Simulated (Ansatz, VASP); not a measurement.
Two plane-wave programs on NaI

Contents of POSCAR:

```
NaI
1.0
    0.0000000000      3.1932247394      3.2297205820
    3.1932247394      0.0000000000      3.2297205820
    3.1932247394      3.1932247394      0.0000000000
Na I
1 1
Direct
    0.0000000000      0.0000000000      0.0000000000
    0.5000000000      0.5000000000      0.5000000000
```

Contents of INCAR.step1:

```
PREC = Accurate
ENCUT = 520
ISMEAR = 0
SIGMA = 0.01
LREAL = False
LASPH = True
NELM = 80
NBANDS = 14
GGA = PE
ALGO = Normal
EDIFF = 1E-4
LWAVE = True
LCHARG = False
```

INCAR.step2

```
PREC = Accurate
ENCUT = 520
EDIFF = 1E-6
ISMEAR = 0
SIGMA = 0.01
LREAL = False
LASPH = True
NELM = 80
ALGO = Normal
ISIF = 2
LWAVE = False
LCHARG = False
METAGGA = R2SCAN
LMIXTAU = True
NBANDS = 14
ISTART = 1
```

Contents of KPOINTS:

```
regular mesh
0
Gamma
  8 8 8
```

Input for Ansatz:

```yaml
crystal:
  lattice:
    - [0.0, 3.1932247394, 3.229720582]
    - [3.1932247394, 0.0, 3.229720582]
    - [3.1932247394, 3.1932247394, 0.0]
  atoms:
    - { symbol: Na, position: [0.0, 0.0, 0.0] }
    - { symbol: I, position: [0.5, 0.5, 0.5] }
kpoints:
  mp_grid: { grid: [8, 8, 8] }
  band_path:
    path:
      - [0.0, 0.0, 0.0]
      - [0.5, 0.0, 0.5]
      - [0.625, 0.25, 0.625]
      - [0.375, 0.375, 0.75]
      - [0.5, 0.5, 0.5]
      - [0.5, 0.25, 0.75]
    npoints: 1
hamiltonian:
  xc: r2scan
scf:
  occupations: { method: fixed }
  n_extra_bands: 4
output:
  forces: true
  stress: true
  eigenvalues: true
```

Change from the starting cell: biaxial_xy strain -1.1%.

Alike in both runs: task single point; functional r2SCAN; k mesh 8 × 8 × 8; no spin polarisation.

|  | VASP | Ansatz |
| --- | --- | --- |
| version | VASP 6.6.1 | Ansatz 0.2.0 |
| potentials or method | VASP PAW PBE potentials, release 64 (Na_pv, I) | plane waves, PAW |
| plane-wave cutoff (eV) | 520 | 500 |
| occupations | gaussian, width 0.01 eV | fixed |
| valence electrons in the cell | 14 | 26 |

Ansatz gave:

- gap on the k mesh at the Fermi level (eV): 4.51
- pressure (GPa): 0.4
- traceless stress, the component that is largest in VASP (GPa): -0.23

Problem. What did VASP give for the same quantities?

Solution. gap on the k mesh at the Fermi level (eV): 4.52; pressure (GPa): 0.3; traceless stress, the component that is largest in VASP (GPa): -0.22.

VASP's potentials were made for PBE, not for r2SCAN. VASP's potentials hold 14 valence electrons a cell and Ansatz's 26, so a difference there can come from the potentials and not from the codes.

Spin-orbit coupling is off throughout.
